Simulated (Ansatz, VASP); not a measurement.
Two plane-wave programs on Ta

```xyz
1
Lattice="-1.6523 1.6523 1.6523 1.6523 -1.6523 1.6523 1.6523 1.6523 -1.6523" Properties=species:S:1:pos:R:3 pbc="T T T"
Ta    0.0000    0.0000    0.0000
```

Alike in both runs: functional r2SCAN; k mesh 18 × 18 × 18; occupations gaussian, width 0.1 eV; no spin polarisation.

Ansatz relaxed the structure, and its values are those at the end. VASP's run is a single point on that final structure, the one shown.

```csv
,VASP,Ansatz
version,VASP 6.6.1,Ansatz 0.2.0
potentials or method,"VASP PAW PBE potentials, release 64 (Ta_pv), cutoff 520 eV","scalar-relativistic, plane waves, PAW"
valence electrons in the cell,11,13
```

```csv
,VASP,Ansatz,Ansatz less VASP
gap on the k mesh at the Fermi level (eV),none,none,-
pressure (GPa),0.6,0.0,-0.65
```

VASP's potentials were made for PBE, not for r2SCAN. A gap of «none» marks a metal or a gap that the smearing closes. With one functional, cell and mesh, what is left measures potentials, basis and numerics. VASP's potentials hold 11 valence electrons a cell and Ansatz's 13, so a difference there can come from the potentials and not from the codes.

Neither program's run includes spin-orbit coupling.
